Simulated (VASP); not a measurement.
# Ti16Si (a cell with a defect) in VASP: single point with PBE

Aim: the single point of Ti16Si (a cell with a defect) with PBE.

Everything below comes from runs of VASP 6.6.1. Logs are shortened: lines on timing, memory, paths and dates and some standing lists are left out, and cuts for length are marked.

### Step 1. The cell of the first run

The cell holds a defect, 17 atoms: a = 7.284 Å, b = 7.284 Å, c = 7.284 Å, α = 65.98°, β = 65.98°, γ = 65.98°.

### Step 2. Single point, PBE

Contents of INCAR:

```
ALGO = Normal
EDIFF = 1E-7
ENCUT = 520
GGA = PE
ISIF = 2
ISMEAR = 0
LASPH = T
LCHARG = F
LREAL = Auto
LWAVE = F
NBANDS = 112
NELM = 80
PREC = Accurate
SIGMA = 0.1
```

Contents of KPOINTS:

```
Automatic mesh
0
Gamma
  4 4 4
  0.5 0.5 0.5
```

Contents of POSCAR:

```
Ti16Si
1.0
    2.2897681504     -3.9659947741      5.6643452958
    2.2897681504      3.9659947741      5.6643452958
   -4.5795363009      0.0000000000      5.6643452958
Si Ti
1 16
Direct
    0.4166666890      0.4166666890      0.4166666890
    0.6663554456      0.6663554456      0.6663554455
    0.8331339435      0.8331339435      0.8331339434
    1.0001993759      0.0001993190      0.0001993803
    0.1669779325      0.1669779325      0.1669779325
    0.7519626437      0.4166666900      0.0813707335
    0.9166666788      0.5871435517      0.2461897223
    0.0813708615      0.7519625166      0.4166666890
    0.2461897107      0.9166666406      0.5871436015
    0.4166666881      0.0813707344      0.7519626446
    0.5871436893      0.2461896344      0.9166666290
    0.0813707344      0.4166666881      0.7519626446
    0.2461896344      0.5871436893      0.9166666290
    0.4166666900      0.7519626437      0.0813707335
    0.5871435517      0.9166666788      0.2461897223
    0.7519625166      0.0813708615      0.4166666890
    0.9166666406      0.2461897107      0.5871436015
```

Potentials or basis: VASP PAW PBE potentials, release 64 (Si, Ti_sv).

Started as:

```
> cat potpaw_PBE.64/Si/POTCAR potpaw_PBE.64/Ti_sv/POTCAR > POTCAR
> mpirun -np 1 vasp_std > vasp.out
```

OUTCAR:

```text
EDIFF = 1E-7
   ENCUT = 520
   GGA = PE
   ISIF = 2
   ISMEAR = 0
   LASPH = T
   LREAL = Auto
   NELM = 80
   PREC = Accurate

 ion  position               nearest neighbor table
   1  0.417  0.417  0.417-   8 2.66  16 2.66  14 2.66   6 2.66  10 2.66  12 2.66
   2  0.666  0.666  0.666-   3 2.83
   3  0.833  0.833  0.833-   2 2.83   4 2.84
   4  0.000  0.000  0.000-   5 2.83   3 2.84
   5  0.167  0.167  0.167-   4 2.83
   6  0.752  0.417  0.081-  12 2.61  16 2.66  14 2.66   1 2.66   7 2.83  11 2.83
   7  0.917  0.587  0.246-  13 2.61  15 2.61  17 2.70   6 2.83   8 2.83
   8  0.081  0.752  0.417-  16 2.61   1 2.66  14 2.66  12 2.66   9 2.83   7 2.83
   9  0.246  0.917  0.587-  13 2.61  17 2.61  15 2.70   8 2.83  10 2.83
  10  0.417  0.081  0.752-  14 2.61  16 2.66  12 2.66   1 2.66  11 2.83   9 2.83
  11  0.587  0.246  0.917-  17 2.61  15 2.61  13 2.70  10 2.83   6 2.83
  12  0.081  0.417  0.752-   6 2.61   8 2.66  10 2.66   1 2.66  13 2.83  17 2.83
  13  0.246  0.587  0.917-   9 2.61   7 2.61  11 2.70  12 2.83  14 2.83
  14  0.417  0.752  0.081-  10 2.61   8 2.66   6 2.66   1 2.66  15 2.83  13 2.83
  15  0.587  0.917  0.246-  11 2.61   7 2.61   9 2.70  14 2.83  16 2.83
  16  0.752  0.081  0.417-   8 2.61   1 2.66   6 2.66  10 2.66  17 2.83  15 2.83
  17  0.917  0.246  0.587-  11 2.61   9 2.61   7 2.70  16 2.83  12 2.83

  LATTYP: Found a trigonal (rhomboedric) cell.
 ALAT       =     7.2840208924
 COS(alpha) =     0.4070857267

  Lattice vectors:

 A1 = (   2.2897681504,  -3.9659947741,   5.6643452958)
 A2 = (   2.2897681504,   3.9659947741,   5.6643452958)
 A3 = (  -4.5795363009,   0.0000000000,   5.6643452958)

Analysis of symmetry for initial positions (statically):
=====================================================================
 Subroutine PRICEL returns:
 Original cell was already a primitive cell.

 Routine SETGRP: Setting up the symmetry group for a
 trigonal (rhombohedral) supercell.

 Subroutine GETGRP returns: Found 12 space group operations
 (whereof  6 operations were pure point group operations)
 out of a pool of 12 trial point group operations.

The static configuration has the point symmetry C_3v.
 The point group associated with its full space group is D_3d.

Analysis of symmetry for dynamics (positions and initial velocities):
=====================================================================
 Subroutine PRICEL returns:
 Original cell was already a primitive cell.

 Routine SETGRP: Setting up the symmetry group for a
 trigonal (rhombohedral) supercell.

 Subroutine GETGRP returns: Found 12 space group operations
 (whereof  6 operations were pure point group operations)
 out of a pool of 12 trial point group operations.

The dynamic configuration has the point symmetry C_3v.
 The point group associated with its full space group is D_3d.

 Subroutine INISYM returns: Found 12 space group operations
 (whereof  6 operations are pure point group operations),
 and found     1 'primitive' translations

----------------------------------------------------------------------------------------

                                     Primitive cell

  volume of cell :     308.6346

  direct lattice vectors                    reciprocal lattice vectors
     2.289768150 -3.965994774  5.664345296     0.072787573 -0.126071775  0.058847637
     2.289768150  3.965994774  5.664345296     0.072787573  0.126071775  0.058847637
    -4.579536301  0.000000000  5.664345296    -0.145575146  0.000000000  0.058847637

  length of vectors
     7.284020892  7.284020892  7.284020892     0.157019641  0.157019641  0.157019641

  position of ions in fractional coordinates (direct lattice)
     0.416666689  0.416666689  0.416666689
     0.666355446  0.666355446  0.666355446
     0.833133944  0.833133944  0.833133943
     0.000199376  0.000199319  0.000199380
     0.166977932  0.166977932  0.166977932
     0.751962644  0.416666690  0.081370734
[... 9 lines left out ...]
     0.751962517  0.081370861  0.416666689
     0.916666641  0.246189711  0.587143602

  ion indices of the primitive-cell ions
   primitive index   ion index
                 1           1
                 2           2
                 3           3
                 4           4
                 5           5
                 6           6
[... 9 lines left out ...]
                16          16
                17          17

----------------------------------------------------------------------------------------

 KPOINTS: Automatic mesh

Automatic generation of k-mesh.
 Grid dimensions read from file:
 generate k-points for:    4    4    4

 Generating k-lattice:

  Cartesian coordinates                     Fractional coordinates (reciprocal lattice)
     0.018196893 -0.031517944  0.014711909     0.250000000  0.000000000  0.000000000
     0.018196893  0.031517944  0.014711909     0.000000000  0.250000000  0.000000000
    -0.036393787  0.000000000  0.014711909     0.000000000  0.000000000  0.250000000

  Length of vectors
     0.039254910  0.039254910  0.039254910

  Shift w.r.t. Gamma in fractional coordinates (k-lattice)
     0.500000000  0.500000000  0.500000000

 Subroutine IBZKPT returns following result:
 ===========================================

 Found     10 irreducible k-points:

 Following reciprocal coordinates:
            Coordinates               Weight
  0.125000  0.125000  0.125000      2.000000
  0.375000  0.125000  0.125000      6.000000
 -0.375000  0.125000  0.125000      6.000000
 -0.125000  0.125000  0.125000      6.000000
  0.375000  0.375000  0.125000      6.000000
 -0.375000  0.375000  0.125000     12.000000
 -0.125000  0.375000  0.125000     12.000000
 -0.375000 -0.375000  0.125000      6.000000
  0.375000  0.375000  0.375000      2.000000
 -0.375000  0.375000  0.375000      6.000000
   k-points           NKPTS =     10   k-points in BZ     NKDIM =     10   number of bands    NBANDS=    112
   number of dos      NEDOS =    301   number of ions     NIONS =     17
   total plane-waves  NPLWV = 157464
   dimension x,y,z NGX =    54 NGY =   54 NGZ =   54
   dimension x,y,z NGXF=   108 NGYF=  108 NGZF=  108
   ions per type =               1  16
   NGX,Y,Z   is equivalent  to a cutoff of  12.32, 12.32, 12.32 a.u.
   NGXF,Y,Z  is equivalent  to a cutoff of  24.65, 24.65, 24.65 a.u.
 SYSTEM =  unknown system
   PREC   = accura    normal or accurate (medium, high low for compatibility)
   ISTART =      0    job   : 0-new  1-cont  2-samecut
   ICHARG =      2    charge: 1-file 2-atom 10-const
   ISPIN  =      1    spin polarized calculation?
   LNONCOLLINEAR =      F non collinear calculations
   LSORBIT =      F    spin-orbit coupling
   LASPH  =      T    aspherical Exc in radial PAW
   ENCUT  =  520.0 eV  38.22 Ry    6.18 a.u.  13.54 13.54 13.54*2*pi/ulx,y,z
   NELM   =     80;   NELMIN=  2; NELMDL= -5     # of ELM steps
   EDIFF  = 0.1E-06   stopping-criterion for ELM
   LREAL  =      T    real-space projection
   EDIFFG = 0.1E-05   stopping-criterion for IOM
   NSW    =      0    number of steps for IOM
   IBRION =     -1    ionic relax: 0-MD 1-quasi-New 2-CG
   NFREE  =      0    steps in history (QN), initial steepest desc. (CG)
   ISIF   =      2    stress and relaxation
   ISYM   =      2    0-nonsym 1-usesym 2-fastsym
   POTIM  = 0.5000    time-step for ionic-motion
   TEBEG  =    0.0;   TEEND  =   0.0 temperature during run
   PSTRESS=    0.0 pullay stress
   NELECT =     196.0000    total number of electrons
   NUPDOWN=      -1.0000    fix difference up-down
   EMIN   =  10.00;   EMAX   =-10.00  energy-range for DOS
   EFERMI =   0.00;   METHOD = LEGACY
   ISMEAR =     0;   SIGMA  =   0.10  broadening in eV -4-tet -1-fermi 0-gaus
   EFERMI_NEDOS =   21; number of points for ismear=-14 and -15
   IALGO  =     38    algorithm
   IMIX   =      4    mixing-type and parameters
     AMIX     =   0.40;   BMIX     =  1.00
     AMIX_MAG =   1.60;   BMIX_MAG =  1.00
  volume/ion in A,a.u.               =      18.15       122.52
  Fermi-wavevector in a.u.,A,eV,Ry     =   1.407166  2.659158 26.941114  1.980116
  Thomas-Fermi vector in A             =   2.529453
   LORBIT       =      0    0 simple, 1 ext, 2 COOP (PROOUT), +10 PAW based schemes
   GGA     = PE    functional components
   LHFCALC =     F    Hartree Fock is set to
   AEXX    =    0.0000 exact exchange contribution
   IVDW    =     0    specifies the selected vdW correction
   LEPSILON=     F    determine dielectric tensor
   LRPA    =     F    only Hartree local field effects (RPA)
 non-spin polarized calculation
 Gauss-broadening in eV      SIGMA  =   0.10
  energy-cutoff  :      520.00
  volume of cell :      308.63
 maximum number of plane-waves:      8334
 NGX is ok and might be reduce to    54
   NGX = 27   NGY = 27   NGZ = 27

 number of electron     195.9999974 magnetization

 Free energy of the ion-electron system (eV)
  ---------------------------------------------------
  ext. energy  EPLUGINS =         0.00000000
  ---------------------------------------------------
  free energy    TOTEN  =      -128.11841753 eV

  energy without entropy =     -127.99914144  energy(sigma->0) =     -128.05877949

 E-fermi :   7.5363     XC(G=0): -11.1601

 val. band max:        7.5305354889   @ k =   0.1250   0.1250   0.1250
 cond. band min:       7.5531967394   @ k =  -0.3750  -0.3750   0.1250
 fundamental gap:      0.0226612506
 Fermi energy:         7.5362823578

 k-point     1 :       0.1250    0.1250    0.1250
  band No.  band energies     occupation
      1     -49.2081      2.00000
      2     -49.1968      2.00000
      3     -49.1496      2.00000
      4     -49.1203      2.00000
      5     -49.0369      2.00000
      6     -48.9773      2.00000
[... 102 lines left out ...]
    109       8.3708      0.00000
    110       8.5374      0.00000

 k-point     2 :       0.3750    0.1250    0.1250
  band No.  band energies     occupation
      1     -49.2048      2.00000
      2     -49.1981      2.00000
      3     -49.1496      2.00000
      4     -49.1211      2.00000
      5     -49.0301      2.00000
      6     -48.9917      2.00000
[... 896 lines left out ...]
 k-point    10 :      -0.3750    0.3750    0.3750
  band No.  band energies     occupation
      1     -49.2011      2.00000
      2     -49.1993      2.00000
      3     -49.1503      2.00000
      4     -49.1231      2.00000
      5     -49.0247      2.00000
      6     -48.9918      2.00000
[... 102 lines left out ...]
    109       8.6327      0.00000
    110       8.6848      0.00000
 [bands above 110 left out]

------------------------ aborting loop because EDIFF is reached ----------------------------------------

  FORCE on cell =-STRESS in cart. coord.  units (eV):
  Direction    XX          YY          ZZ          XY          YZ          ZX
  --------------------------------------------------------------------------------------
  -------------------------------------------------------------------------------------
  Total       -3.5972634     -3.5972634     -7.6130841      0.0000000      0.0000000      0.0000000
  in kB      -18.6740364    -18.6740364    -39.5208785      0.0000000      0.0000000      0.0000000
  external PRESSURE =     -25.6229837 kB  Pullay stress =       0.0000000 kB

 VOLUME and BASIS-vectors are now :
 -----------------------------------------------------------------------------
  energy-cutoff  :      520.00
  volume of cell :      308.63
      direct lattice vectors                 reciprocal lattice vectors
     2.289768150 -3.965994774  5.664345296     0.072787573 -0.126071775  0.058847637
     2.289768150  3.965994774  5.664345296     0.072787573  0.126071775  0.058847637
    -4.579536301  0.000000000  5.664345296    -0.145575146  0.000000000  0.058847637

 POSITION                                       TOTAL-FORCE (eV/Angst)
 -----------------------------------------------------------------------------------
     -0.00000      0.00000      7.08043         0.000000      0.000000      0.000000
      0.00000      0.00000     11.32340         0.000000      0.000000     -0.003484
      0.00000      0.00000     14.15748        -0.000000      0.000000      0.037347
     -0.00000     -0.00000      0.00339         0.000000      0.000000     -0.037347
     -0.00000      0.00000      2.83746        -0.000000      0.000000      0.003484
      2.30325     -1.32978      7.08043        -0.010642      0.006144      0.000000
[... 9 lines left out ...]
      0.00000     -2.65956      7.08043         0.000000      0.012288      0.000000
     -0.02617     -2.65911      9.91260         0.009738      0.005623      0.000000
 -----------------------------------------------------------------------------------
    total drift:                                0.000244      0.000444      0.010026

  FREE ENERGIE OF THE ION-ELECTRON SYSTEM (eV)
  ---------------------------------------------------
  free  energy   TOTEN  =      -128.1184175341 eV

  energy  without entropy=     -127.9991414431  energy(sigma->0) =     -128.05877949
```

Run time: 18 min. Hardware: 1 thread of Intel Xeon Platinum 8488C (Sapphire Rapids), shared host; peak memory 0.5 GiB.

Results:

- Free energy: -128.1184 eV
- Pressure: -2.6 GPa
- Largest force: 0.037 eV/Å
- Band gap on the k mesh: zero (bands 98 and 99 overlap by 0.07 eV)

Forces on the atoms (eV/Å):
```
Si   0.000  0.000  0.000
Ti   0.000  0.000 -0.003
Ti   0.000  0.000  0.037
Ti   0.000  0.000 -0.037
Ti   0.000  0.000  0.003
Ti  -0.011  0.006  0.000
Ti  -0.010 -0.006  0.000
Ti   0.000 -0.012  0.000
Ti   0.010 -0.006  0.000
Ti   0.011  0.006  0.000
Ti   0.000  0.011  0.000
Ti   0.011 -0.006  0.000
Ti   0.000 -0.011  0.000
Ti  -0.011 -0.006  0.000
Ti  -0.010  0.006  0.000
Ti   0.000  0.012  0.000
Ti   0.010  0.006  0.000
```

The gap in the log of VASP goes by the Fermi energy; the results here count the filled bands.